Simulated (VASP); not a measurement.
Input of a VASP 6.6.1 run:

File INCAR:

```
PREC = Accurate
ENCUT = 520
EDIFF = 1E-6
ISMEAR = -1
SIGMA = 0.05
LREAL = Auto
LASPH = True
NELM = 60
ALGO = Normal
ISIF = 2
LWAVE = False
LCHARG = False
GGA = PS
NBANDS = 46
```

The input KPOINTS:

```
Automatic mesh
0
Gamma
  6 6 6
```

File POSCAR:

```
C
1.0
    4.9976349482      0.0000153503      0.0000016260
   -2.4988041913      4.3280777758     -0.0000035868
    0.0000013446     -0.0000026734      4.1608715985
C
16
Direct
    0.1655333839      0.3357199236      0.0008682679
    0.3321998337      0.1690535850      0.5008683521
    0.1655337084      0.3357204638      0.3752648374
    0.3321996084      0.1690533031      0.8752648439
    0.1655333342      0.8357197837      0.0008684055
    0.3321999920      0.6690537120      0.5008684390
    0.1655335916      0.8357203391      0.3752649711
    0.3321998016      0.6690533480      0.8752648341
    0.6655332781      0.3357196367      0.0008681878
    0.8321999775      0.1690534522      0.5008681632
    0.6655336134      0.3357200385      0.3752647594
    0.8321996781      0.1690532470      0.8752648487
    0.6655333781      0.8357197314      0.0008683474
    0.8321998454      0.6690532829      0.5008682716
    0.6655337130      0.8357200960      0.3752649376
    0.8321997391      0.6690531938      0.8752649879
```

Potentials or basis: VASP PAW PBE potentials, release 64 (C).

The run is started by

```console
$ cat potpaw_PBE.64/C/POTCAR > POTCAR
$ mpirun -np 1 vasp_std > vasp.out
```

**Question.** Predict the pressure.

**Answer.** 0.9 GPa.

**Question.** Estimate the largest force.

**Answer.** 0.008 eV/Å.

Stress tensor (GPa, compression positive):
```
1.07 0.00 0.00
0.00 1.07 0.00
0.00 0.00 0.68
```

Caveat: the PAW data sets were made with another functional, which shifts forces and pressure a little.
